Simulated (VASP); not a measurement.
A run of VASP 6.6.1 is set up as follows.

The input INCAR:

```
  PREC = Accurate
  ENCUT = 520
  EDIFF = 1E-6
  ISMEAR = -1
  SIGMA = 0.05
  LREAL = F
  LASPH = T
  NELM = 150
  ALGO = Normal
  ISIF = 2
  LWAVE = F
  LCHARG = F
  LMAXMIX = 4
  LDAU = T
  LDAUTYPE = 2
  LDAUL = 2 -1
  LDAUU = 4 0
  LDAUJ = 0 0
  LDAUPRINT = 1
  GGA = PS
  NBANDS = 33
```

File KPOINTS:

```
Automatic mesh
0
Gamma
  6 6 9
```

File POSCAR:

```
TiO2
1.0
    4.5906073012      0.0000000000      0.0000000000
    0.0000000000      4.5906073012      0.0000000000
    0.0000000000      0.0000000000      2.9803910457
Ti O
2 4
Direct
    0.0000000000      0.0000000000      0.5000000000
    0.5000000000      0.5000000000      0.0000000000
    0.3050956311      0.3050956311      0.5000000000
    0.1949043689      0.8050956311      0.0000000000
    0.8050956311      0.1949043689      0.0000000000
    0.6949043689      0.6949043689      0.5000000000
```

Potentials or basis: VASP PAW PBE potentials, release 64 (Ti_sv, O).

Command:

```sh
$ cat potpaw_PBE.64/Ti_sv/POTCAR potpaw_PBE.64/O/POTCAR > POTCAR
$ mpirun -np 1 vasp_std > vasp.out
```

Task: Estimate the largest force.

Result: 0.143 eV/Å.

Task: What does it give for the pressure?

Result: 4.5 GPa.

Eigenvalues of the final occupation matrices:
```csv
site,spin,trace,eigenvalues
site 1 d,1,0.80,0.08 0.10 0.10 0.25 0.27
site 1 d,2,0.80,0.08 0.10 0.10 0.25 0.27
site 2 d,1,0.80,0.08 0.10 0.10 0.25 0.27
site 2 d,2,0.80,0.08 0.10 0.10 0.25 0.27
```

Caveat: the cell stands under pressure; the PAW data sets were made with another functional, which shifts forces and pressure a little; an odd mesh through Γ misses points on the zone boundary, where band edges can lie.
